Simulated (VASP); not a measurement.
Set up this calculation in VASP 6.6.1, as the native input.

```yaml
Task: relaxation of cell and atoms
Functional: LDA
Potentials_or_basis: VASP PAW LDA potentials, release 64 (C)
Cutoff: 600 eV
k_mesh: 12 × 12 × 12
Occupations: methfessel-paxton, width 0.05 eV
Spin: no spin polarisation
Dipole_correction: no
Further_INCAR_settings: ALGO = Normal; EDIFF = 1e-06; IBRION = 2; EDIFFG = -0.03; NSW = 80; ISIF = 3
```

The structure of C lies in POSCAR:

```
C
1.0
    1.9500000000      0.0000000000      0.0000000000
    0.0000000000      1.9500000000      0.0000000000
    0.0000000000      0.0000000000      1.9500000000
C
1
Direct
    0.0000000000      0.0000000000      0.0000000000
```

The input as run:

INCAR

```
SYSTEM = C
PREC = Accurate
ENCUT = 600
EDIFF = 1E-6
ISMEAR = 1
SIGMA = 0.05
LREAL = .False.
LASPH = .True.
NELM = 100
ALGO = Normal
ISIF = 3
LWAVE = .False.
LCHARG = .False.
IBRION = 2
NSW = 80
EDIFFG = -0.03
```

KPOINTS

```
Automatic mesh
0
Gamma
  12 12 12
  0 0 0
```

Potentials or basis: VASP PAW LDA potentials, release 64 (C).

The run is started by

```bash
$ cat potpaw_LDA.64/C/POTCAR > POTCAR
$ mpirun -np 1 vasp_std > vasp.out
```

It gave:

| Item | Value |
| --- | --- |
| Relaxed volume | 5.41 Å³/atom |
| Relaxed cell | a = 1.756 Å, b = 1.756 Å, c = 1.756 Å, α = 90.00°, β = 90.00°, γ = 90.00° |
| Space group after relaxing (to 0.05 Å) | Pm-3m (No. 221) |
| Energy gained by relaxing | 491.3 meV/atom |
| Ionic steps | 4 |
| Pressure after relaxing | -0.6 GPa |
| Band gap on the k mesh | zero (band 2 reaches 20.82 eV, above the bottom of band 3 at 9.03 eV) |

Caveat: the volume moved by over 15 % at a fixed basis, so the end points are rough.

Wall time 5.7 s on 1 thread of AMD EPYC 7R13 Processor (Zen 3) (shared host), peak memory 0.08 GiB.
